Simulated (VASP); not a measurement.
Wanted: the native input for a VASP 6.6.1 run.

```yaml
Task: relaxation of shape and atoms at fixed volume
Functional: revPBE
Potentials_or_basis: VASP PAW PBE potentials, release 64 (Zr_sv, B)
Cutoff: 600 eV
k_mesh: 8 × 8 × 8
Occupations: gaussian, width 0.05 eV
Spin: no spin polarisation
Dipole_correction: no
Further_INCAR_settings: ALGO = Normal; EDIFF = 1e-07; IBRION = 2; EDIFFG = -0.01; NSW = 60; ISIF = 4
```

The structure of ZrB2 lies in POSCAR:

```
ZrB2
1.0
    3.1832475274      0.0000000000      0.0000000000
   -1.5916237637      2.7567732252      0.0000000000
    0.0000000000      0.0000000000      3.5545445930
Zr B
1 2
Direct
    0.0000000000      0.0000000000      0.0000000000
    0.3333333333      0.6666666667      0.5000000000
    0.6666666667      0.3333333333      0.5000000000
```

One way to write it, as run:

INCAR

```
PREC = Accurate
ENCUT = 600
EDIFF = 1E-7
ISMEAR = 0
SIGMA = 0.05
LREAL = False
LASPH = True
NELM = 80
ALGO = Normal
ISIF = 4
LWAVE = False
LCHARG = False
GGA = RE
IBRION = 2
NSW = 60
EDIFFG = -0.01
```

KPOINTS

```
regular mesh
0
Gamma
  8 8 8
```

Potentials or basis: VASP PAW PBE potentials, release 64 (Zr_sv, B).

Launch:

```sh
$ cat potpaw_PBE.64/Zr_sv/POTCAR potpaw_PBE.64/B/POTCAR > POTCAR
$ mpirun -np 1 vasp_std > vasp.out
```

Results of the run:

```json
{
  "Energy gained by relaxing": "0.0 meV/atom",
  "Ionic steps": "2",
  "Pressure after relaxing": "0.1 GPa",
  "Band gap on the k mesh": "zero (bands 9 and 10 overlap by 0.61 eV)"
}
```

Caveat: the PAW data sets were made with another functional, which shifts forces and pressure a little.

Wall time 71 s on 1 thread of Intel Xeon 8259CL (shared host), peak memory 0.17 GiB.
